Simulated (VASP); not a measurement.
The system is Ga.

```xyz
1
Lattice="2.7165 0.0000 0.0000 0.0000 2.7165 0.0000 0.0000 0.0000 2.7165" Properties=species:S:1:pos:R:3 pbc="T T T"
Ga    0.0000    0.0000    0.0000
```

This isn't the form of Ga at room conditions, which is orthorhombic.

Base run:

```yaml
Program: VASP 6.6.1
Functional: r2SCAN
Potentials_or_basis: VASP PAW PBE potentials, release 64 (Ga_d)
Cutoff: 520 eV
k_mesh: 20 × 20 × 20
Occupations: gaussian, width 0.1 eV
Spin: no spin polarisation
```

Its results: band gap on the k mesh zero (an odd number of electrons rules out a gap without spin polarisation); pressure -2.5 GPa.

**Question.** The run is repeated on the same cell with these changes: functional from r2SCAN to PBE; k mesh from 20 × 20 × 20 to 6 × 6 × 6. What comes out?

**Answer.** Band gap on the k mesh zero (an odd number of electrons rules out a gap without spin polarisation); pressure 0.6 GPa.

Several settings changed at once.

Caveats: some runs use coarse meshes; the PAW data sets were made with another functional, which shifts forces and pressure a little (at least some runs).
